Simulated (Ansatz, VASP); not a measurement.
# ZnBr in VASP and in Ansatz

```xyz
2
Lattice="2.0684 1.1942 3.3723 -2.0684 1.1942 3.3723 0.0000 -2.3884 3.3723" Properties=species:S:1:pos:R:3 pbc="T T T"
Zn    0.0000    0.0000    0.0000
Br    0.0000    0.0000    5.0584
```

Alike in both runs: functional PBE; k mesh 18 × 18 × 18; occupations gaussian, width 0.1 eV; no spin polarisation.

Ansatz relaxed the structure, and its values are those at the end. VASP's run is a single point on that final structure, the one shown.

```csv
,VASP,Ansatz
version,VASP 6.6.1,Ansatz 0.2.0
potentials or method,"VASP PAW PBE potentials, release 64 (Zn, Br), cutoff 520 eV","scalar-relativistic, plane waves, PAW"
valence electrons in the cell,19,19
```

```tsv
	VASP	Ansatz	Ansatz less VASP
gap on the k mesh at the Fermi level (eV)	none	none	-
pressure (GPa)	0.0	0.0	-0.02
```

A gap of «none» marks a metal or a gap that the smearing closes.
